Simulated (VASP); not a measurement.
# NaI (Fm-3m) in VASP: notebook

The runs below take NaI through single point, relaxation of cell and atoms, with PBE.

Program: VASP 6.6.1. These are calculated values, not measurements. Logs are shortened: lines on timing, memory, paths and dates and some standing lists are left out, and cuts for length are marked.

### 1 The cell of the first run

Symmetry: Fm-3m, No. 225, cubic system. The conventional cell has a = 6.528 Å, b = 6.528 Å, c = 6.528 Å, α = 90.00°, β = 90.00°, γ = 90.00°. Na (site symmetry m-3m) has 6 I at 3.26 Å within 4.3 Å. Within 4.3 Å of I (site symmetry m-3m) lie 6 Na at 3.26 Å.

### 2 Single point, PBE

INCAR

```
ALGO = Normal ; EDIFF = 1E-6
ENCUT = 500 ; GGA = PE
GGA_COMPAT = False ; ISIF = 2
ISMEAR = 0 ; LASPH = True
LCHARG = False ; LREAL = False
LWAVE = False ; NBANDS = 14
NELM = 120 ; PREC = Accurate
SIGMA = 0.01
```

KPOINTS

```
k-points
0
Gamma
  6 6 6
```

POSCAR

```
NaI
1.0
    0.0000000000      3.2640968622      3.2640968622
    3.2640968622      0.0000000000      3.2640968622
    3.2640968622      3.2640968622      0.0000000000
Na I
1 1
Direct
    0.0000000000      0.0000000000      0.0000000000
    0.5000000000      0.5000000000      0.5000000000
```

Potentials or basis: VASP PAW PBE potentials, release 64 (Na_pv, I).

Started as:

```sh
cat potpaw_PBE.64/Na_pv/POTCAR potpaw_PBE.64/I/POTCAR > POTCAR
mpirun -np 1 vasp_std > vasp.out
```

OUTCAR:

```text
EDIFF = 1E-6
   ENCUT = 500
   GGA = PE
   ISIF = 2
   ISMEAR = 0
   LASPH = True
   LREAL = False
   NELM = 120
   PREC = Accurate

 ion  position               nearest neighbor table
   1  0.000  0.000  0.000-
   2  0.500  0.500  0.500-

  LATTYP: Found a face centered cubic cell.
 ALAT       =     6.5281937244

  Lattice vectors:

 A1 = (   0.0000000000,   3.2640968622,   3.2640968622)
 A2 = (   3.2640968622,   0.0000000000,   3.2640968622)
 A3 = (   3.2640968622,   3.2640968622,   0.0000000000)

Analysis of symmetry for initial positions (statically):
=====================================================================
 Subroutine PRICEL returns:
 Original cell was already a primitive cell.

 Routine SETGRP: Setting up the symmetry group for a
 face centered cubic supercell.

 Subroutine GETGRP returns: Found 48 space group operations
 (whereof 48 operations were pure point group operations)
 out of a pool of 48 trial point group operations.

The static configuration has the point symmetry O_h .

Analysis of symmetry for dynamics (positions and initial velocities):
=====================================================================
 Subroutine PRICEL returns:
 Original cell was already a primitive cell.

 Routine SETGRP: Setting up the symmetry group for a
 face centered cubic supercell.

 Subroutine GETGRP returns: Found 48 space group operations
 (whereof 48 operations were pure point group operations)
 out of a pool of 48 trial point group operations.

The dynamic configuration has the point symmetry O_h .

 Subroutine INISYM returns: Found 48 space group operations
 (whereof 48 operations are pure point group operations),
 and found     1 'primitive' translations

----------------------------------------------------------------------------------------

                                     Primitive cell

  volume of cell :      69.5535

  direct lattice vectors                    reciprocal lattice vectors
     0.000000000  3.264096862  3.264096862    -0.153181729  0.153181729  0.153181729
     3.264096862  0.000000000  3.264096862     0.153181729 -0.153181729  0.153181729
     3.264096862  3.264096862  0.000000000     0.153181729  0.153181729 -0.153181729

  length of vectors
     4.616130051  4.616130051  4.616130051     0.265318537  0.265318537  0.265318537

  position of ions in fractional coordinates (direct lattice)
     0.000000000  0.000000000  0.000000000
[... 77 lines left out ...]
   POTIM  = 0.5000    time-step for ionic-motion
   TEBEG  =    0.0;   TEEND  =   0.0 temperature during run
   PSTRESS=    0.0 pullay stress
   NELECT =      14.0000    total number of electrons
   NUPDOWN=      -1.0000    fix difference up-down
   EMIN   =  10.00;   EMAX   =-10.00  energy-range for DOS
   EFERMI =   0.00;   METHOD = LEGACY
   ISMEAR =     0;   SIGMA  =   0.01  broadening in eV -4-tet -1-fermi 0-gaus
   EFERMI_NEDOS =   21; number of points for ismear=-14 and -15
   IALGO  =     38    algorithm
   IMIX   =      4    mixing-type and parameters
     AMIX     =   0.40;   BMIX     =  1.00
     AMIX_MAG =   1.60;   BMIX_MAG =  1.00
  volume/ion in A,a.u.               =      34.78       234.69
  Fermi-wavevector in a.u.,A,eV,Ry     =   0.959425  1.813051 12.524119  0.920497
  Thomas-Fermi vector in A             =   2.088620
   LORBIT       =      0    0 simple, 1 ext, 2 COOP (PROOUT), +10 PAW based schemes
   GGA     = PE    functional components
   LHFCALC =     F    Hartree Fock is set to
   AEXX    =    0.0000 exact exchange contribution
   IVDW    =     0    specifies the selected vdW correction
   LEPSILON=     F    determine dielectric tensor
   LRPA    =     F    only Hartree local field effects (RPA)
 non-spin polarized calculation
 Gauss-broadening in eV      SIGMA  =   0.01
  energy-cutoff  :      500.00
  volume of cell :       69.55
 maximum number of plane-waves:      1807
 NGX is ok and might be reduce to    36
   NGX = 17   NGY = 17   NGZ = 17

 number of electron      13.9999993 magnetization

 Free energy of the ion-electron system (eV)
  ---------------------------------------------------
  ext. energy  EPLUGINS =         0.00000000
  ---------------------------------------------------
  free energy    TOTEN  =        -5.38739107 eV

  energy without entropy =       -5.38739107  energy(sigma->0) =       -5.38739107

 E-fermi :   0.7459     XC(G=0):  -7.6021

 val. band max:        0.6322198947   @ k =   0.0000   0.0000   0.0000
 cond. band min:       4.2062096212   @ k =   0.0000   0.0000   0.0000
 fundamental gap:      3.5739897264
 Fermi energy:         0.7458926002

 k-point     1 :       0.0000    0.0000    0.0000
  band No.  band energies     occupation
      1     -21.8390      2.00000
      2     -21.8390      2.00000
      3     -21.8390      2.00000
      4     -10.3214      2.00000
      5       0.6322      2.00000
      6       0.6322      2.00000
      7       0.6322      2.00000
      8       4.2062      0.00000
      9       8.5602      0.00000
     10       8.5602      0.00000
     11       8.5602      0.00000
     12      10.3369      0.00000
     13      10.3369      0.00000
     14      11.0482      0.00000
[... 241 lines left out ...]
      1     -21.8419      2.00000
      2     -21.8409      2.00000
      3     -21.8405      2.00000
      4      -9.9538      2.00000
      5      -0.9621      2.00000
      6      -0.4204      2.00000
      7      -0.2140      2.00000
      8       5.9420      0.00000
      9       7.1388      0.00000
     10       9.1142      0.00000
     11       9.1738      0.00000
     12      12.0909      0.00000
     13      12.9552      0.00000
     14      13.1126      0.00000

------------------------ aborting loop because EDIFF is reached ----------------------------------------

  FORCE on cell =-STRESS in cart. coord.  units (eV):
  Direction    XX          YY          ZZ          XY          YZ          ZX
  --------------------------------------------------------------------------------------
  -------------------------------------------------------------------------------------
  Total        0.0039738      0.0039738      0.0039738      0.0000000     -0.0000000      0.0000000
  in kB        0.0915378      0.0915378      0.0915378      0.0000000     -0.0000000      0.0000000
  external PRESSURE =       0.0915378 kB  Pullay stress =       0.0000000 kB

 VOLUME and BASIS-vectors are now :
 -----------------------------------------------------------------------------
  energy-cutoff  :      500.00
  volume of cell :       69.55
      direct lattice vectors                 reciprocal lattice vectors
     0.000000000  3.264096862  3.264096862    -0.153181729  0.153181729  0.153181729
     3.264096862  0.000000000  3.264096862     0.153181729 -0.153181729  0.153181729
     3.264096862  3.264096862  0.000000000     0.153181729  0.153181729 -0.153181729

 POSITION                                       TOTAL-FORCE (eV/Angst)
 -----------------------------------------------------------------------------------
      0.00000      0.00000      0.00000         0.000000      0.000000      0.000000
      3.26410      3.26410      3.26410        -0.000000     -0.000000     -0.000000
 -----------------------------------------------------------------------------------
    total drift:                                0.000000      0.000000      0.000000

  FREE ENERGIE OF THE ION-ELECTRON SYSTEM (eV)
  ---------------------------------------------------
  free  energy   TOTEN  =        -5.3873910723 eV

  energy  without entropy=       -5.3873910723  energy(sigma->0) =       -5.38739107
```

OSZICAR:

```text
N       E                     dE             d eps       ncg     rms          rms(c)
DAV:   1     0.817434660297E+02    0.81743E+02   -0.65067E+03   448   0.885E+02
DAV:   2     0.177988509498E+01   -0.79964E+02   -0.73761E+02   478   0.209E+02
DAV:   3    -0.527953447918E+01   -0.70594E+01   -0.70178E+01   568   0.607E+01
DAV:   4    -0.545485799904E+01   -0.17532E+00   -0.17528E+00   560   0.988E+00
DAV:   5    -0.545892514444E+01   -0.40671E-02   -0.40671E-02   620   0.149E+00    0.160E+00
DAV:   6    -0.539441481772E+01    0.64510E-01   -0.75237E-02   514   0.157E+00    0.108E+00
DAV:   7    -0.538521089437E+01    0.92039E-02   -0.67408E-02   580   0.131E+00    0.614E-01
DAV:   8    -0.538741505767E+01   -0.22042E-02   -0.56488E-03   526   0.587E-01    0.180E-01
DAV:   9    -0.538737500862E+01    0.40049E-04   -0.20832E-04   544   0.123E-01    0.429E-02
DAV:  10    -0.538738967451E+01   -0.14666E-04   -0.37721E-05   556   0.603E-02    0.102E-02
DAV:  11    -0.538739071987E+01   -0.10454E-05   -0.39897E-06   538   0.186E-02    0.185E-03
DAV:  12    -0.538739107233E+01   -0.35246E-06   -0.52425E-07   508   0.508E-03
   1 F= -.53873911E+01 E0= -.53873911E+01  d E =-.598005E-60
```

stdout:

```text
POSCAR found type information on POSCAR NaI
 POSCAR found :  2 types and       2 ions
 scaLAPACK will be used
 LDA part: xc-table for (Slater+PW92), standard interpolation
 POSCAR, INCAR and KPOINTS ok, starting setup
 FFT: planning ... GRIDC
 FFT: planning ... GRID_SOFT
 FFT: planning ... GRID
 WAVECAR not read
 entering main loop
```

Wall time 37 s (1 thread of Intel Xeon 8259CL, shared host); peak memory 0.2 GiB.

What came out:

```yaml
Free_energy: -5.3874 eV
Pressure: 0.0 GPa
Band_gap_on_the_k_mesh: 3.57 eV
```

Levels at points of the mesh, in eV from the valence-band top:
```csv
k point,band 5,band 6,band 7,band 8,band 9,band 10
"(0.00, 0.00, 0.00)",0.00,0.00,0.00,3.57,7.93,7.93
"(0.50, 0.00, 0.00)",-2.09,-0.27,-0.27,5.09,7.42,7.42
"(0.50, 0.50, 0.00)",-1.82,-0.71,-0.71,4.47,5.60,9.71
```

Caveat: spin-orbit coupling is left out, which moves the levels of the heavy elements.

### 3 Relaxation of cell and atoms, PBE

INCAR

```
PREC = Accurate ; ENCUT = 500
EDIFF = 1E-7 ; ISMEAR = 0
SIGMA = 0.01 ; LREAL = F
LASPH = T ; NELM = 120
ALGO = Normal ; ISIF = 3
LWAVE = F ; LCHARG = F
GGA = PE ; IBRION = 2
NSW = 80 ; EDIFFG = -0.001
GGA_COMPAT = F ; NELMIN = 4
```

KPOINTS

```
regular mesh
0
Gamma
  6 6 6
```

POSCAR is that of step 2.

Potentials or basis: VASP PAW PBE potentials, release 64 (Na_pv, I).

Started as:

```sh
cat potpaw_PBE.64/Na_pv/POTCAR potpaw_PBE.64/I/POTCAR > POTCAR
mpirun -np 1 vasp_std > vasp.out
```

OUTCAR:

```text
PREC = Accurate
   ENCUT = 500
   EDIFF = 1E-7
   ISMEAR = 0
   LREAL = F
   LASPH = T
   NELM = 120
   ISIF = 3
   GGA = PE
   IBRION = 2
   NSW = 80
   EDIFFG = -0.001
   NELMIN = 4

 ion  position               nearest neighbor table
   1  0.000  0.000  0.000-
   2  0.500  0.500  0.500-

  LATTYP: Found a face centered cubic cell.
 ALAT       =     6.5281937244

  Lattice vectors:

 A1 = (   0.0000000000,   3.2640968622,   3.2640968622)
 A2 = (   3.2640968622,   0.0000000000,   3.2640968622)
 A3 = (   3.2640968622,   3.2640968622,   0.0000000000)

Analysis of symmetry for initial positions (statically):
[... 172 lines left out ...]
  --------------------------------------------------------------------------------------
  -------------------------------------------------------------------------------------
  Total        0.0039976      0.0039976      0.0039976      0.0000000      0.0000000     -0.0000000
  in kB        0.0920852      0.0920852      0.0920852      0.0000000      0.0000000     -0.0000000
  external PRESSURE =       0.0920852 kB  Pullay stress =       0.0000000 kB
[... 167 lines left out ...]
--------------------------------------- Ionic step        6  -------------------------------------------

 number of electron      13.9999993 magnetization

 Free energy of the ion-electron system (eV)
  ---------------------------------------------------
  ext. energy  EPLUGINS =         0.00000000
  ---------------------------------------------------
  free energy    TOTEN  =        -5.38739242 eV

  energy without entropy =       -5.38739242  energy(sigma->0) =       -5.38739242

 E-fermi :   0.7742     XC(G=0):  -7.6004

 val. band max:        0.6294689387   @ k =   0.0000   0.0000   0.0000
 cond. band min:       4.2024592873   @ k =   0.0000   0.0000   0.0000
 fundamental gap:      3.5729903486
 Fermi energy:         0.7741829552

 k-point     1 :       0.0000    0.0000    0.0000
  band No.  band energies     occupation
      1     -21.8423      2.00000
      2     -21.8423      2.00000
      3     -21.8423      2.00000
      4     -10.3231      2.00000
      5       0.6295      2.00000
      6       0.6295      2.00000
      7       0.6295      2.00000
      8       4.2025      0.00000
      9       8.5574      0.00000
     10       8.5574      0.00000
     11       8.5574      0.00000
[... 237 lines left out ...]
  FREE ENERGIE OF THE ION-ELECTRON SYSTEM (eV)
  ---------------------------------------------------
  free  energy   TOTEN  =        -5.3873924233 eV

  energy  without entropy=       -5.3873924233  energy(sigma->0) =       -5.38739242

 reached required accuracy - stopping structural energy minimisation
```

It took 76 s on 1 thread of Intel Xeon 8259CL, shared host; peak memory 0.21 GiB.

What came out:

```yaml
Free_energy: -5.3874 eV
Relaxed_volume: 34.79 Å³/atom
Relaxed_cell: a = 4.617 Å, b = 4.617 Å, c = 4.617 Å, α = 60.00°, β = 60.00°, γ = 60.00°
Space_group_after_relaxing_to_0.1_Å: Fm-3m (No. 225)
Energy_gained_by_relaxing: 0.0 meV/atom
Ionic_steps: 6
Pressure_after_relaxing: 0.0 GPa
Band_gap_on_the_k_mesh: 3.57 eV
```

Final structure:
```cif
data_structure
_symmetry_space_group_name_H-M 'P 1'
_symmetry_Int_Tables_number 1
_cell_length_a 4.6168
_cell_length_b 4.6168
_cell_length_c 4.6168
_cell_angle_alpha 60.000
_cell_angle_beta 60.000
_cell_angle_gamma 60.000
_cell_volume 69.58
loop_
_atom_site_label
_atom_site_type_symbol
_atom_site_fract_x
_atom_site_fract_y
_atom_site_fract_z
_atom_site_occupancy
Na1 Na 0.00000 0.00000 0.00000 1
I1 I 0.50000 0.50000 0.50000 1
```

Caveat: spin-orbit coupling is left out, which moves the levels of the heavy elements.
